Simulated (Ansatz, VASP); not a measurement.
## One calculation of LiCl, two programs

Contents of POSCAR:

```
LiCl
1.0
    0.0000000000      2.7330425439      2.7330425439
    2.7330425439      0.0000000000      2.7330425439
    2.7330425439      2.7330425439      0.0000000000
Li Cl
1 1
Direct
    0.0000000000      0.0000000000      0.0000000000
    0.2500000000      0.2500000000      0.2500000000
```

The input INCAR.step1:

```
SYSTEM = LiCl
PREC = Accurate ; ENCUT = 520
EDIFF = 1E-5 ; ISMEAR = 0
SIGMA = 0.01 ; LREAL = .False.
LASPH = .True. ; NELM = 100
ALGO = Normal ; ISIF = 2
LWAVE = .True. ; NBANDS = 12
GGA = PE
```

File INCAR.step2:

```
SYSTEM = LiCl
PREC = Accurate ; ENCUT = 520
EDIFF = 1E-6 ; ISMEAR = 0
SIGMA = 0.01 ; LREAL = .False.
LASPH = .True. ; NELM = 100
ALGO = Normal ; ISIF = 2
LWAVE = .False. ; LCHARG = .True.
GGA = PE ; LHFCALC = .True.
AEXX = 1.0 ; HFSCREEN = 0.1
PRECFOCK = Normal ; LELF = .True.
LVHAR = .True. ; NBANDS = 12
ISTART = 1 ; ALDAC = 1.0
AGGAC = 1.0
```

KPOINTS

```
regular mesh
0
Gamma
  4 4 4
  0 0 0
```

Input for Ansatz:

```yaml
crystal:
  lattice:
    - [0.0, 2.7330425439, 2.7330425439]
    - [2.7330425439, 0.0, 2.7330425439]
    - [2.7330425439, 2.7330425439, 0.0]
  atoms:
    - { symbol: Li, position: [0.0, 0.0, 0.0] }
    - { symbol: Cl, position: [0.25, 0.25, 0.25] }
kpoints:
  mp_grid: { grid: [4, 4, 4] }
hamiltonian:
  xc: { exchange: pbe, correlation: pbe, exx: { coeff: 1.0, omega: 0.1 } }
scf:
  occupations: { method: fixed }
  n_extra_bands: 4
output:
  forces: true
  stress: true
  eigenvalues: true
```

Alike in both runs: task single point; functional PBE-based screened hybrid with a share of 1.0 of exact exchange and HFSCREEN = 0.1; k mesh 4 × 4 × 4; no spin polarisation.

|  | VASP | Ansatz |
| --- | --- | --- |
| version | VASP 6.6.1 | Ansatz 0.2.0 |
| potentials or method | VASP PAW PBE potentials, release 64 (Li_sv, Cl) | plane waves |
| plane-wave cutoff (eV) | 520 | 420 |
| occupations | gaussian, width 0.01 eV | fixed |
| valence electrons in the cell | 10 | 10 |

Ansatz gave:

- gap on the k mesh at the Fermi level (eV): 12.98

Task: Estimate VASP's values.

Result: gap on the k mesh at the Fermi level (eV): 12.97.

VASP's potentials were made for PBE, not for PBE-based screened hybrid. Ansatz's warnings: stress exchange threshold loose, stress scf threshold loose.

The k mesh is coarse, so the values compare programs but aren't converged. Noted on VASP's run: the cutoff is under 1.25 times that of the potentials, so the pressure is a little rough.
